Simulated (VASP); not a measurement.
Set up this calculation in VASP 6.6.1, as the native input.

```yaml
Task: single point
Functional: PBE
Potentials_or_basis: VASP PAW PBE potentials, release 64 (Ta_sv_GW)
Cutoff: 500 eV
k_mesh: 19 × 19 × 10
Occupations: fermi-dirac, width 0.08 eV
Spin: no spin polarisation
Dipole_correction: no
Further_INCAR_settings: ALGO = Normal; EDIFF = 1e-06; NBANDS = 20
```

The structure of Ta lies in POSCAR:

```
Ta
1.0
    2.3390558776      0.0000000000      0.0000000000
   -1.1695279388      2.0256818108      0.0000000000
    0.0000000000      0.0000000000      3.9209527085
Ta
2
Direct
    0.3333333333      0.6666666667      0.2500000000
    0.6666666667      0.3333333333      0.7500000000
```

This isn't the form of Ta at room conditions, which is bcc.

The input as run:

INCAR

```
SYSTEM = Ta
ALGO = Normal
EDIFF = 1E-6
ENCUT = 500
GGA = PE
GGA_COMPAT = .False.
ISIF = 2
ISMEAR = -1
LASPH = .True.
LCHARG = .True.
LELF = .True.
LREAL = .False.
LVHAR = .True.
LWAVE = .False.
NBANDS = 20
NELM = 120
PREC = Accurate
SIGMA = 0.08
```

KPOINTS

```
k-points
0
Gamma
  19 19 10
  0 0 0
```

Potentials or basis: VASP PAW PBE potentials, release 64 (Ta_sv_GW).

Launch:

```bash
$ cat potpaw_PBE.64/Ta_sv_GW/POTCAR > POTCAR
$ mpirun -np 1 vasp_std > vasp.out
```

It gave:

```json
{
 "Pressure": "482.5 GPa",
 "Band gap on the k mesh": "zero (bands 13 and 14 overlap by 5.60 eV)"
}
```

Caveat: the cell stands under pressure; spin-orbit coupling is left out, which moves the levels of the heavy elements.

Run time: 67 s on 1 thread of Intel(R) Xeon(R) Platinum 8375C CPU @ 2.90GHz (Ice Lake) (shared host), peak memory 0.19 GiB.
